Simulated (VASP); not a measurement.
Here is a VASP 6.6.1 calculation.

Contents of INCAR:

```
SYSTEM = Na4Pd
PREC = Accurate
ENCUT = 600
EDIFF = 1E-7
ISMEAR = 0
SIGMA = 0.1
LREAL = .False.
LASPH = .True.
NELM = 60
ALGO = Fast
ISIF = 3
LWAVE = .False.
LCHARG = .False.
GGA = PE
IBRION = 2
NSW = 90
EDIFFG = -0.04
```

The input KPOINTS:

```
regular mesh
0
Gamma
  4 4 4
  0 0 0
```

File POSCAR:

```
Na4Pd
1.0
    4.7581295500      0.0000000000      0.0000000000
    0.0000000000      4.7581295500      0.0000000000
    0.0000000000      0.0000000000      4.7581295500
Na Pd
4 1
Direct
    0.5000000000      0.0000000000      0.0000000000
    0.0000000000      0.5000000000      0.0000000000
    0.0000000000      0.0000000000      0.5000000000
    0.5000000000      0.5000000000      0.5000000000
    0.0000000000      0.0000000000      0.0000000000
```

Potentials or basis: VASP PAW PBE potentials, release 64 (Na_pv, Pd).

The run is started by

```console
$ cat potpaw_PBE.64/Na_pv/POTCAR potpaw_PBE.64/Pd/POTCAR > POTCAR
$ mpirun -np 1 vasp_std > vasp.out
```

Problem. Predict the space group after relaxing (to 0.05 Å).

Solution. Pm-3m (No. 221).

Problem. Estimate the relaxed cell.

Solution. a = 5.580 Å, b = 5.580 Å, c = 5.580 Å, α = 90.00°, β = 90.00°, γ = 90.00°.

Problem. Predict the band gap on the k mesh.

Solution. Zero (band 19 reaches 1.85 eV, above the bottom of band 20 at 0.19 eV).

Problem. Predict the relaxed volume.

Solution. 34.75 Å³/atom.

Final structure:
```xyz
5
Lattice="5.5803 0.0000 0.0000 0.0000 5.5803 0.0000 0.0000 0.0000 5.5803" Properties=species:S:1:pos:R:3 pbc="T T T"
Na    2.7902    0.0000    0.0000
Na    0.0000    2.7902    0.0000
Na    0.0000    0.0000    2.7902
Na    2.7902    2.7902    2.7902
Pd    0.0000    0.0000    0.0000
```

Caveat: the volume moved by over 15 % at a fixed basis, so the end points are rough.
